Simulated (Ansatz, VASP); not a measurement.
**Two plane-wave programs on SiNi**

```
Si Ni
1.0
     2.98645    0.00000    0.00000
     0.00000    3.25056    0.00000
     0.00000    0.00000    4.66771
Si Ni
2 2
Direct
  0.50000 0.50000 0.84365
  0.00000 0.00000 0.15635
  0.50000 0.50000 0.34321
  0.00000 0.00000 0.65679
```

Alike in both runs: functional r2SCAN; k mesh 14 × 12 × 10; occupations gaussian, width 0.1 eV; no spin polarisation.

Ansatz relaxed the structure, and its values are those at the end. VASP's run is a single point on that final structure, the one shown.

|  | VASP | Ansatz |
| --- | --- | --- |
| version | VASP 6.6.1 | Ansatz 0.2.0 |
| potentials or method | VASP PAW PBE potentials, release 64 (Si, Ni), cutoff 520 eV | scalar-relativistic, plane waves, PAW |
| valence electrons in the cell | 28 | 44 |

Ansatz gave:

* gap on the k mesh at the Fermi level (eV): none
* pressure (GPa): 0.0
* rms of the force components (eV/Å): 0.000

Problem. What did VASP give for the same quantities?

Solution. gap on the k mesh at the Fermi level (eV): none; pressure (GPa): 0.1; rms of the force components (eV/Å): 0.004.

VASP's potentials were made for PBE, not for r2SCAN. A gap of «none» marks a metal or a gap that the smearing closes. VASP's potentials hold 28 valence electrons a cell and Ansatz's 44, so a difference there can come from the potentials and not from the codes.
